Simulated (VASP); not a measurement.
Here is a VASP 6.6.1 calculation.

Contents of INCAR:

```
SYSTEM = Cd
PREC = Accurate
ENCUT = 600
EDIFF = 1E-7
ISMEAR = 0
SIGMA = 0.1
LREAL = .FALSE.
LASPH = .TRUE.
NELM = 60
ALGO = Normal
ISIF = 3
LWAVE = .FALSE.
LCHARG = .FALSE.
GGA = PS
IBRION = 2
NSW = 80
EDIFFG = -0.03
```

File KPOINTS:

```
Automatic mesh
0
G
  7 7 3
  0 0 0
```

Contents of POSCAR:

```
Cd
1.0
    2.9788700000      0.0000000000      0.0000000000
   -1.4894350000      2.5797770000      0.0000000000
    0.0000000000      0.0000000000      5.6176500000
Cd
2
Direct
    0.3333333333      0.6666666667      0.2500000000
    0.6666666667      0.3333333333      0.7500000000
```

Potentials or basis: VASP PAW PBE potentials, release 64 (Cd).

The run is started by

```console
$ cat potpaw_PBE.64/Cd/POTCAR > POTCAR
$ mpirun -np 1 vasp_std > vasp.out
```

(1) Predict the relaxed cell.

(2) Estimate the space group after relaxing (to 0.05 Å).

(3) Predict the relaxed volume.

Answers

(1) a = 2.942 Å, b = 2.942 Å, c = 5.645 Å, α = 90.00°, β = 90.00°, γ = 120.00°.

(2) P6_3/mmc (No. 194).

(3) 21.16 Å³/atom.

Caveat: the k points lie up to 0.37 Å⁻¹ apart in the final cell; the PAW data sets were made with another functional, which shifts forces and pressure a little.
